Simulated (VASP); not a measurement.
# Cd (Fm-3m) in VASP: further runs

Cd is run at these levels: r2SCAN, PBE; tasks: single point.

All numbers are computed with VASP 6.6.1; they aren't measurements. Logs are shortened: lines on timing, memory, paths and dates and some standing lists are left out, and cuts for length are marked.

**1. The cell of the first run**

The structure is cubic, space group Fm-3m (No. 225). Conventional cell: a = 4.334 Å, b = 4.334 Å, c = 4.334 Å, α = 90.00°, β = 90.00°, γ = 90.00°. Within 4.0 Å of Cd (site symmetry m-3m) lie 12 Cd at 3.06 Å.

This isn't the form of Cd at room conditions, which is hcp.

**2. Single point, r2SCAN (strained)**

POSCAR reads:

```
Cd
1.0
    0.0000000000      2.1672210317      2.1672210317
    2.1672210317      0.0000000000      2.1672210317
    2.1672210317      2.1672210317      0.0000000000
Cd
1
Direct
    0.0000000000      0.0000000000      0.0000000000
```

INCAR.step1 reads:

```
SYSTEM = Cd
ALGO = Normal
EDIFF = 1E-4
ENCUT = 520
GGA = PE
ISMEAR = 0
LASPH = .True.
LCHARG = .False.
LREAL = .False.
LWAVE = .True.
NBANDS = 12
NELM = 100
PREC = Accurate
SIGMA = 0.1
```

INCAR.step2 reads:

```
SYSTEM = Cd
ALGO = Normal
EDIFF = 1E-6
ENCUT = 520
ISIF = 2
ISMEAR = 0
ISTART = 1
LASPH = .True.
LCHARG = .True.
LELF = .True.
LMIXTAU = .True.
LREAL = .False.
LVHAR = .True.
LWAVE = .False.
METAGGA = R2SCAN
NBANDS = 12
NELM = 100
PREC = Accurate
SIGMA = 0.1
```

KPOINTS reads:

```
k-points
0
Gamma
  16 16 16
  0 0 0
```

Potentials or basis: VASP PAW PBE potentials, release 64 (Cd).

Run with:

```console
> cat potpaw_PBE.64/Cd/POTCAR > POTCAR
> cp INCAR.step1 INCAR
> mpirun -np 1 vasp_std > vasp.out
> cp INCAR.step2 INCAR
> mpirun -np 1 vasp_std > vasp.out
```

OUTCAR:

```text
SYSTEM = Cd
   EDIFF = 1E-6
   ENCUT = 520
   ISIF = 2
   ISMEAR = 0
   ISTART = 1
   LASPH = .True.
   LREAL = .False.
   METAGGA = R2SCAN
   NELM = 100
   PREC = Accurate

 ion  position               nearest neighbor table
   1  0.000  0.000  0.000-

  LATTYP: Found a face centered cubic cell.
 ALAT       =     4.3344420634

  Lattice vectors:

 A1 = (   0.0000000000,   2.1672210317,   2.1672210317)
 A2 = (   2.1672210317,   0.0000000000,   2.1672210317)
 A3 = (   2.1672210317,   2.1672210317,   0.0000000000)

Analysis of symmetry for initial positions (statically):
=====================================================================
 Subroutine PRICEL returns:
 Original cell was already a primitive cell.

 Routine SETGRP: Setting up the symmetry group for a
 face centered cubic supercell.

 Subroutine GETGRP returns: Found 48 space group operations
 (whereof 48 operations were pure point group operations)
 out of a pool of 48 trial point group operations.

The static configuration has the point symmetry O_h .

Analysis of symmetry for dynamics (positions and initial velocities):
=====================================================================
 Subroutine PRICEL returns:
 Original cell was already a primitive cell.

 Routine SETGRP: Setting up the symmetry group for a
 face centered cubic supercell.

 Subroutine GETGRP returns: Found 48 space group operations
 (whereof 48 operations were pure point group operations)
 out of a pool of 48 trial point group operations.

The dynamic configuration has the point symmetry O_h .

 Subroutine INISYM returns: Found 48 space group operations
 (whereof 48 operations are pure point group operations),
 and found     1 'primitive' translations

----------------------------------------------------------------------------------------

                                     Primitive cell

  volume of cell :      20.3582

  direct lattice vectors                    reciprocal lattice vectors
     0.000000000  2.167221032  2.167221032    -0.230710201  0.230710201  0.230710201
     2.167221032  0.000000000  2.167221032     0.230710201 -0.230710201  0.230710201
     2.167221032  2.167221032  0.000000000     0.230710201  0.230710201 -0.230710201

  length of vectors
     3.064913376  3.064913376  3.064913376     0.399601790  0.399601790  0.399601790

  position of ions in fractional coordinates (direct lattice)
     0.000000000  0.000000000  0.000000000

  ion indices of the primitive-cell ions
   primitive index   ion index
                 1           1

----------------------------------------------------------------------------------------

 KPOINTS: k-points

Automatic generation of k-mesh.
 Grid dimensions read from file:
 generate k-points for:   16   16   16

 Generating k-lattice:

  Cartesian coordinates                     Fractional coordinates (reciprocal lattice)
    -0.014419388  0.014419388  0.014419388     0.062500000  0.000000000  0.000000000
     0.014419388 -0.014419388  0.014419388     0.000000000  0.062500000  0.000000000
     0.014419388  0.014419388 -0.014419388     0.000000000  0.000000000  0.062500000

  Length of vectors
     0.024975112  0.024975112  0.024975112

  Shift w.r.t. Gamma in fractional coordinates (k-lattice)
     0.000000000  0.000000000  0.000000000

 Subroutine IBZKPT returns following result:
 ===========================================

 Found    145 irreducible k-points:

 Following reciprocal coordinates:
            Coordinates               Weight
  0.000000  0.000000  0.000000      1.000000
  0.062500  0.000000  0.000000      8.000000
  0.125000  0.000000  0.000000      8.000000
  0.187500  0.000000  0.000000      8.000000
  0.250000  0.000000  0.000000      8.000000
  0.312500  0.000000  0.000000      8.000000
[... 16 lines left out ...]
 -0.125000  0.062500  0.000000     24.000000
 -0.062500  0.062500  0.000000     12.000000
 [... further k-points ...]
   k-points           NKPTS =    145   k-points in BZ     NKDIM =    145   number of bands    NBANDS=     12
   number of dos      NEDOS =    301   number of ions     NIONS =      1
   total plane-waves  NPLWV =  13824
   dimension x,y,z NGX =    24 NGY =   24 NGZ =   24
   dimension x,y,z NGXF=    48 NGYF=   48 NGZF=   48
   ions per type =               1
   NGX,Y,Z   is equivalent  to a cutoff of  13.02, 13.02, 13.02 a.u.
   NGXF,Y,Z  is equivalent  to a cutoff of  26.04, 26.04, 26.04 a.u.
 SYSTEM =  Cd
   PREC   = accura    normal or accurate (medium, high low for compatibility)
   ISTART =      1    job   : 0-new  1-cont  2-samecut
   ICHARG =      0    charge: 1-file 2-atom 10-const
   ISPIN  =      1    spin polarized calculation?
   LNONCOLLINEAR =      F non collinear calculations
   LSORBIT =      F    spin-orbit coupling
   LASPH  =      T    aspherical Exc in radial PAW
   ENCUT  =  520.0 eV  38.22 Ry    6.18 a.u.   5.70  5.70  5.70*2*pi/ulx,y,z
   NELM   =    100;   NELMIN=  2; NELMDL=  0     # of ELM steps
   EDIFF  = 0.1E-05   stopping-criterion for ELM
   LREAL  =      F    real-space projection
   EDIFFG = 0.1E-04   stopping-criterion for IOM
   NSW    =      0    number of steps for IOM
   IBRION =     -1    ionic relax: 0-MD 1-quasi-New 2-CG
   NFREE  =      0    steps in history (QN), initial steepest desc. (CG)
   ISIF   =      2    stress and relaxation
   ISYM   =      2    0-nonsym 1-usesym 2-fastsym
   POTIM  = 0.5000    time-step for ionic-motion
   TEBEG  =    0.0;   TEEND  =   0.0 temperature during run
   PSTRESS=    0.0 pullay stress
   NELECT =      12.0000    total number of electrons
   NUPDOWN=      -1.0000    fix difference up-down
   EMIN   =  10.00;   EMAX   =-10.00  energy-range for DOS
   EFERMI =   0.00;   METHOD = LEGACY
   ISMEAR =     0;   SIGMA  =   0.10  broadening in eV -4-tet -1-fermi 0-gaus
   EFERMI_NEDOS =   21; number of points for ismear=-14 and -15
   IALGO  =     38    algorithm
   IMIX   =      4    mixing-type and parameters
     AMIX     =   0.40;   BMIX     =  1.00
     AMIX_MAG =   1.60;   BMIX_MAG =  1.00
  volume/ion in A,a.u.               =      20.36       137.38
  Fermi-wavevector in a.u.,A,eV,Ry     =   1.372636  2.593906 25.635138  1.884129
  Thomas-Fermi vector in A             =   2.498225
   LORBIT       =      0    0 simple, 1 ext, 2 COOP (PROOUT), +10 PAW based schemes
   METAGGA = R2SCAN    functional components
   LHFCALC =     F    Hartree Fock is set to
   AEXX    =    0.0000 exact exchange contribution
   IVDW    =     0    specifies the selected vdW correction
   LEPSILON=     F    determine dielectric tensor
   LRPA    =     F    only Hartree local field effects (RPA)
 non-spin polarized calculation
 Gauss-broadening in eV      SIGMA  =   0.10
  energy-cutoff  :      520.00
  volume of cell :       20.36
 maximum number of plane-waves:       568
   NGX = 11   NGY = 11   NGZ = 11

 number of electron      11.9999998 magnetization

 Free energy of the ion-electron system (eV)
  ---------------------------------------------------
  ext. energy  EPLUGINS =         0.00000000
  ---------------------------------------------------
  free energy    TOTEN  =       -20.05243794 eV

  energy without entropy =      -20.04962716  energy(sigma->0) =      -20.05103255

 E-fermi :   3.3836     XC(G=0): -12.1957

 val. band max:        3.3763707490   @ k =  -0.3750   0.3125   0.0625
 cond. band min:       3.3991369063   @ k =  -0.3750   0.4375   0.0625
 fundamental gap:      0.0227661573
 Fermi energy:         3.3836365958

 k-point     1 :       0.0000    0.0000    0.0000
  band No.  band energies     occupation
      1      -6.4648      2.00000
      2      -6.4648      2.00000
      3      -6.4648      2.00000
      4      -6.3773      2.00000
      5      -5.9267      2.00000
      6      -5.9267      2.00000
      7      18.0045      0.00000
      8      19.7701      0.00000
      9      19.7701      0.00000
     10      19.7701      0.00000
     11      23.1774      0.00000
     12      23.1774      0.00000

 k-point     2 :       0.0625    0.0000    0.0000
  band No.  band energies     occupation
      1      -6.4851      2.00000
      2      -6.4453      2.00000
      3      -6.4453      2.00000
      4      -6.2582      2.00000
      5      -5.9318      2.00000
      6      -5.9318      2.00000
      7      17.5305      0.00000
      8      18.7389      0.00000
      9      19.5895      0.00000
     10      19.5895      0.00000
     11      23.4789      0.00000
     12      23.4789      0.00000

 k-point     3 :       0.1250    0.0000    0.0000
  band No.  band energies     occupation
      1      -6.5560      2.00000
      2      -6.3971      2.00000
      3      -6.3971      2.00000
      4      -5.9379      2.00000
      5      -5.9379      2.00000
      6      -5.8872      2.00000
      7      15.3261      0.00000
      8      18.4395      0.00000
      9      19.1799      0.00000
     10      19.1799      0.00000
     11      23.5452      0.00000
     12      24.1420      0.00000
[... 286 lines left out ...]
 k-point    23 :      -0.1250    0.0625    0.0000
  band No.  band energies     occupation
      1      -6.5671      2.00000
      2      -6.3905      2.00000
      3      -6.3645      2.00000
      4      -5.9908      2.00000
      5      -5.9515      2.00000
      6      -5.5497      2.00000
      7      14.5564      0.00000
      8      16.5414      0.00000
      9      19.3176      0.00000
     10      20.3567      0.00000
     11      22.4404      0.00000
     12      23.6111      0.00000

 k-point    24 :      -0.0625    0.0625    0.0000
  band No.  band energies     occupation
      1      -6.5004      2.00000
      2      -6.4310      2.00000
      3      -6.4196      2.00000
      4      -6.0807      2.00000
      5      -5.9628      2.00000
      6      -5.8897      2.00000
      7      16.8368      0.00000
      8      17.3499      0.00000
      9      19.1713      0.00000
     10      20.1979      0.00000
     11      23.1431      0.00000
     12      23.2857      0.00000

 [... further k-points ...]

------------------------ aborting loop because EDIFF is reached ----------------------------------------

  FORCE on cell =-STRESS in cart. coord.  units (eV):
  Direction    XX          YY          ZZ          XY          YZ          ZX
  --------------------------------------------------------------------------------------
  -------------------------------------------------------------------------------------
  Total        0.5742083      0.5742083      0.5742083      0.0000000      0.0000000      0.0000000
  in kB       45.1897976     45.1897976     45.1897976      0.0000000      0.0000000      0.0000000
  external PRESSURE =      45.1897976 kB  Pullay stress =       0.0000000 kB

 VOLUME and BASIS-vectors are now :
 -----------------------------------------------------------------------------
  energy-cutoff  :      520.00
  volume of cell :       20.36
      direct lattice vectors                 reciprocal lattice vectors
     0.000000000  2.167221032  2.167221032    -0.230710201  0.230710201  0.230710201
     2.167221032  0.000000000  2.167221032     0.230710201 -0.230710201  0.230710201
     2.167221032  2.167221032  0.000000000     0.230710201  0.230710201 -0.230710201

 POSITION                                       TOTAL-FORCE (eV/Angst)
 -----------------------------------------------------------------------------------
      0.00000      0.00000      0.00000        -0.000000      0.000000      0.000000
 -----------------------------------------------------------------------------------
    total drift:                               -0.000000      0.000000     -0.000000

  FREE ENERGIE OF THE ION-ELECTRON SYSTEM (eV)
  ---------------------------------------------------
  free  energy   TOTEN  =       -20.0524379382 eV

  energy  without entropy=      -20.0496271639  energy(sigma->0) =      -20.05103255
```

It took 3.5 min on 1 thread of AMD EPYC 7R43 (Zen 3), shared host; peak memory 0.13 GiB.

Results:

```yaml
Free_energy: -20.0524 eV
Pressure: 4.5 GPa
Band_gap_on_the_k_mesh: zero (bands 6 and 7 overlap by 3.38 eV)
```

Caveat: the cell differs from its parent crystal (strained); the cell stands under pressure; the PAW data sets were made with another functional, which shifts forces and pressure a little.

**3. Single point, PBE (strained)**

INCAR reads:

```
SYSTEM = Cd
PREC     = Accurate       ! precision mode
ENCUT    = 520            ! plane-wave cutoff, eV
EDIFF    = 1E-6           ! SCF threshold, eV
ISMEAR   = 0              ! smearing method
SIGMA    = 0.1            ! smearing width, eV
LREAL    = .FALSE.        ! projectors in reciprocal space
LASPH    = .TRUE.         ! aspherical terms in the spheres
NELM     = 80             ! most SCF steps
ALGO     = Fast           ! electronic algorithm
ISIF     = 2              ! what is computed and relaxed
LWAVE    = .FALSE.        ! write WAVECAR
LCHARG   = .FALSE.        ! write CHGCAR
GGA      = PE             ! functional
NBANDS   = 12             ! bands
```

KPOINTS reads:

```
regular mesh
0
G
  16 16 16
  0 0 0
```

POSCAR reads:

```
Cd
1.0
    0.0000000000      2.2855371394      2.2855371394
    2.2855371394      0.0000000000      2.2855371394
    2.2855371394      2.2855371394      0.0000000000
Cd
1
Direct
    0.0000000000      0.0000000000      0.0000000000
```

Potentials or basis: VASP PAW PBE potentials, release 64 (Cd).

Run with:

```console
> cat potpaw_PBE.64/Cd/POTCAR > POTCAR
> mpirun -np 1 vasp_std > vasp.out
```

It took 13 s on 1 thread of Intel Xeon Platinum 8488C (Sapphire Rapids), shared host; peak memory 0.16 GiB.

The run converged. Its results:

| Property | Result |
| --- | --- |
| Free energy | -0.7342 eV |
| Pressure | -1.3 GPa |
| Band gap on the k mesh | zero (bands 6 and 7 overlap by 3.12 eV) |

Levels at points of the mesh, in eV from the Fermi level:
| k point | band 4 | band 5 | band 6 | band 7 | band 8 | band 9 |
| --- | --- | --- | --- | --- | --- | --- |
| (0.00, 0.00, 0.00) | -8.53 | -8.53 | -8.13 | 13.58 | 14.08 | 14.08 |
| (0.50, 0.00, 0.00) | -8.22 | -8.22 | -1.96 | -1.43 | 11.76 | 11.76 |
| (0.50, 0.50, 0.00) | -8.14 | -8.14 | -0.56 | 1.08 | 6.50 | 6.50 |

Caveat: the cell differs from its parent crystal (strained).
